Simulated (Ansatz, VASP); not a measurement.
**Ta3Cu in VASP and in Ansatz**

Contents of INCAR:

```
  ALGO = Normal
  EDIFF = 1E-6
  ENCUT = 520
  GGA = PE
  ISIF = 2
  ISMEAR = -1
  LASPH = True
  LCHARG = False
  LREAL = False
  LWAVE = False
  NBANDS = 30
  NELM = 100
  PREC = Accurate
  SIGMA = 0.05
```

KPOINTS

```
k-points
0
Gamma
  7 7 7
```

Contents of POSCAR:

```
Ta3Cu
1.0
   -1.9864419300      1.9864419300      4.2081700000
    1.9864419300     -1.9864419300      4.2081700000
    1.9864419300      1.9864419300     -4.2081700000
Ta Cu
3 1
Direct
    0.5000000000      0.5000000000      0.0000000000
    0.2500000000      0.7500000000      0.5000000000
    0.7500000000      0.2500000000      0.5000000000
    0.0000000000      0.0000000000      0.0000000000
```

The input input.yaml:

```yaml
crystal:
  lattice:
    - [-1.98644193, 1.98644193, 4.20817]
    - [1.98644193, -1.98644193, 4.20817]
    - [1.98644193, 1.98644193, -4.20817]
  atoms:
    - { symbol: Ta, position: [0.5, 0.5, 0.0] }
    - { symbol: Ta, position: [0.25, 0.75, 0.5] }
    - { symbol: Ta, position: [0.75, 0.25, 0.5] }
    - { symbol: Cu, position: [0.0, 0.0, 0.0] }
hamiltonian:
  xc: pbe
  pseudopotentials: { kind: paw }
kpoints:
  mp_grid: { grid: [7, 7, 7] }
scf:
  occupations: { method: fermi_dirac, width: 0.05 }
output:
  forces: true
  stress: true
  eigenvalues: true
  write_density: true
  write_potential: true
  elf: true
  volumetric_format: npy
```

Alike in both runs: task single point; functional PBE; k mesh 7 × 7 × 7; occupations fermi-dirac, width 0.05 eV; no spin polarisation.

```csv
,VASP,Ansatz
version,VASP 6.6.1,Ansatz 0.2.0
potentials or method,"VASP PAW PBE potentials, release 64 (Ta_pv, Cu)",Ansatz PAW
plane-wave cutoff (eV),520,420
valence electrons in the cell,44,58
```

|  | VASP | Ansatz | Ansatz less VASP |
| --- | --- | --- | --- |
| gap on the k mesh at the Fermi level (eV) | none | none | - |
| pressure (GPa) | 4.6 | 4.3 | -0.30 |
| traceless stress, the component that is largest in VASP (GPa) | -1.46 | -1.36 | +0.094 |

A gap of «none» marks a metal or a gap that the smearing closes. The functional is the same, so the differences come from potentials, cutoffs and numerics. VASP's potentials hold 44 valence electrons a cell and Ansatz's 58, so a difference there can come from the potentials and not from the codes.

Neither program's run includes spin-orbit coupling.
